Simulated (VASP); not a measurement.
A run of VASP 6.6.1:

POSCAR

```
Al15GaN16
1.0
    6.2595139128      0.0000000578      0.0000000000
   -3.1297570064      5.4208980350      0.0000000000
    0.0000000000      0.0000000000     10.0348065929
Al Ga N
15 1 16
Direct
    0.3347338398      0.1672689879      0.2485687302
    0.3349345994      0.1672524567      0.7507160543
    0.1674125699      0.3348039468      0.9995708558
    0.3353054370      0.6683613951      0.2484337840
    0.1676456899      0.8352245220      0.4999024253
    0.3350759694      0.6688336626      0.7508429435
    0.1671292516      0.8346150846      0.9997802952
    0.8336150360      0.1667212816      0.2483792899
    0.6667827233      0.3343463237      0.4998087816
    0.8334531910      0.1672759320      0.7508365975
    0.6676216864      0.3350576733      0.9997515420
    0.8347026929      0.6673737780      0.2496200084
    0.6681996238      0.8340522807      0.5001184388
    0.8345118888      0.6674721407      0.7497185508
    0.6676844937      0.8344200222      0.9996206546
    0.1662724683      0.3358608407      0.4993696884
    0.3359245066      0.1660419577      0.4377927722
    0.1688635058      0.3331085101      0.1895525809
    0.3332421780      0.1689462028      0.9401865107
    0.1689196517      0.3334759954      0.6950985669
    0.3386238001      0.6780732889      0.4378324777
    0.1685856823      0.8328002466      0.1890927596
    0.3332158174      0.6696598205      0.9403161783
    0.1690268268      0.8332079260      0.6896743587
    0.8243046197      0.1637833535      0.4377899113
    0.6692138450      0.3335270583      0.1890465994
    0.8324205240      0.1687787812      0.9402386042
    0.6688176245      0.3329408315      0.6895828598
    0.8333791463      0.6686348531      0.4397122798
    0.6694882092      0.8325514177      0.1888554361
    0.8330341217      0.6689708534      0.9392620693
    0.6690555433      0.8332723805      0.6899463514
```

INCAR.step1

```
SYSTEM = Al15GaN16
PREC = Accurate
ENCUT = 520
EDIFF = 1E-5
ISMEAR = -1
SIGMA = 0.01
LREAL = Auto
LASPH = .True.
NELM = 120
ALGO = Normal
ISIF = 2
LWAVE = .True.
LCHARG = .False.
NBANDS = 91
GGA = PE
GGA_COMPAT = .False.
ISYM = -1
```

Contents of INCAR.step2:

```
SYSTEM = Al15GaN16
PREC = Accurate
ENCUT = 520
EDIFF = 1E-6
ISMEAR = -1
SIGMA = 0.01
LREAL = Auto
LASPH = .True.
NELM = 120
ALGO = Normal
ISIF = 2
LWAVE = .False.
LCHARG = .False.
GGA = PE
LHFCALC = .True.
HFSCREEN = 0.2079
PRECFOCK = Fast
NBANDS = 91
ISTART = 1
GGA_COMPAT = .False.
ISYM = -1
```

Contents of KPOINTS:

```
explicit points
1
Reciprocal
  0.25000000   0.25000000   0.25000000 1
```

Potentials or basis: VASP PAW PBE potentials, release 64 (Al, Ga_d, N).

Run with:

```console
$ cat potpaw_PBE.64/Al/POTCAR potpaw_PBE.64/Ga_d/POTCAR potpaw_PBE.64/N/POTCAR > POTCAR
$ cp INCAR.step1 INCAR
$ mpirun -np 1 vasp_std > vasp.out
$ cp INCAR.step2 INCAR
$ mpirun -np 1 vasp_std > vasp.out
```

Hardware: 1 thread of Intel(R) Xeon(R) Platinum 8259CL CPU @ 2.50GHz (Skylake/Cascade Lake) (shared host).

How long does it take, and how much memory?

It took 5.2 min on 1 thread of Intel(R) Xeon(R) Platinum 8259CL CPU @ 2.50GHz (Skylake/Cascade Lake), on a shared host, peak memory 0.58 GiB. Counts: k points 1.
